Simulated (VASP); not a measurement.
Input of a VASP 6.6.1 run:

POSCAR

```
CO2
1.0
    5.5134358047      0.0000000000      0.0000000000
    0.0000000000      5.5134358047      0.0000000000
    0.0000000000      0.0000000000      5.5134358047
C O
4 8
Direct
    0.0000000000      0.0000000000      0.0000000000
    0.5000000000      0.0000000000      0.5000000000
    0.5000000000      0.5000000000      0.0000000000
    0.0000000000      0.5000000000      0.5000000000
    0.1214386510      0.1214386510      0.1214386510
    0.3785613490      0.8785613490      0.6214386510
    0.6214386510      0.3785613490      0.8785613490
    0.8785613490      0.6214386510      0.3785613490
    0.8785613490      0.8785613490      0.8785613490
    0.6214386510      0.1214386510      0.3785613490
    0.3785613490      0.6214386510      0.1214386510
    0.1214386510      0.3785613490      0.6214386510
```

Contents of INCAR.step1:

```
PREC = Accurate
ENCUT = 520
ISMEAR = 0
SIGMA = 0.1
LREAL = F
LASPH = T
NELM = 60
NBANDS = 44
GGA = PE
ALGO = Normal
EDIFF = 1E-4
LWAVE = T
LCHARG = F
```

File INCAR.step2:

```
PREC = Accurate
ENCUT = 520
EDIFF = 1E-6
ISMEAR = 0
SIGMA = 0.1
LREAL = F
LASPH = T
NELM = 60
ALGO = Normal
ISIF = 2
LWAVE = F
LCHARG = F
METAGGA = R2SCAN
LMIXTAU = T
NBANDS = 44
ISTART = 1
```

KPOINTS

```
Automatic mesh
0
Gamma
  4 4 4
```

Potentials or basis: VASP PAW PBE potentials, release 64 (C, O).

The run is started by

```console
$ cat potpaw_PBE.64/C/POTCAR potpaw_PBE.64/O/POTCAR > POTCAR
$ cp INCAR.step1 INCAR
$ mpirun -np 1 vasp_std > vasp.out
$ cp INCAR.step2 INCAR
$ mpirun -np 1 vasp_std > vasp.out
```

Q: Estimate the largest force.

A: 0.813 eV/Å.

Q: Estimate the pressure.

A: 2.4 GPa.

Q: Predict the band gap on the k mesh.

A: 7.53 eV, direct.

Forces in eV/Å, atoms in the order of the input:
```
C    0.000  0.000  0.000
C    0.000  0.000  0.000
C    0.000  0.000  0.000
C    0.000  0.000  0.000
O    0.469  0.469  0.469
O   -0.469 -0.469  0.469
O    0.469 -0.469 -0.469
O   -0.469  0.469 -0.469
O   -0.469 -0.469 -0.469
O    0.469  0.469 -0.469
O   -0.469  0.469  0.469
O    0.469 -0.469  0.469
```

Caveat: the PAW data sets were made with another functional, which shifts forces and pressure a little. r2SCAN opens gaps a little over a GGA but as a rule still falls short of measured ones.
